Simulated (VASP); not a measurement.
# CdS: single point with PBEsol

The system is CdS.

```
Cd S
1.0
     4.13480    0.02067    0.02067
    -2.04950    3.57050    0.00757
     0.03374    0.03374    6.74900
Cd S
2 2
Direct
  0.33333 0.66667 0.00000
  0.66667 0.33333 0.50000
  0.33333 0.66667 0.38500
  0.66667 0.33333 0.88500
```

This cell differs from its parent crystal: equal xy, yz and zx shear strains of +1 %.

```json
{"Program": "VASP 6.6.1", "Task": "single point", "Functional": "PBEsol", "Potentials or basis": "VASP PAW PBE potentials, release 64 (Cd, S)", "Cutoff": "520 eV", "k mesh": "7 × 7 × 4", "Occupations": "fermi-dirac, width 0.01 eV", "Spin": "no spin polarisation"}
```

```json
{
  "Pressure": "-0.2 GPa",
  "Largest force": "0.282 eV/Å",
  "Band gap on the k mesh": "1.07 eV"
}
```

Forces in eV/Å, atoms in the order of the input:
```
Cd  -0.099 -0.037  0.256
Cd   0.022 -0.039  0.255
S   -0.033  0.039 -0.254
S    0.110  0.037 -0.257
```

Stress tensor (GPa, compression positive):
```
 0.55 -0.43 -0.24
-0.43  0.54 -0.24
-0.24 -0.24 -1.58
```

Levels at points of the mesh, in eV from the valence-band top:
```tsv
k point	band 16	band 17	band 18	band 19	band 20	band 21
(0.00, 0.00, 0.00)	-0.07	-0.02	0.00	1.07	2.59	6.33
(0.00, 0.00, 0.50)	-0.39	-0.37	-0.36	2.69	2.70	5.99
```

Wall time 2.2 min on 1 thread of Intel(R) Xeon(R) Platinum 8559C (Emerald Rapids) (shared host), peak memory 0.35 GiB.

Caveat: the cell differs from its parent crystal (equal xy, yz and zx shear strains of +1 %); the PAW data sets were made with another functional, which shifts forces and pressure a little.
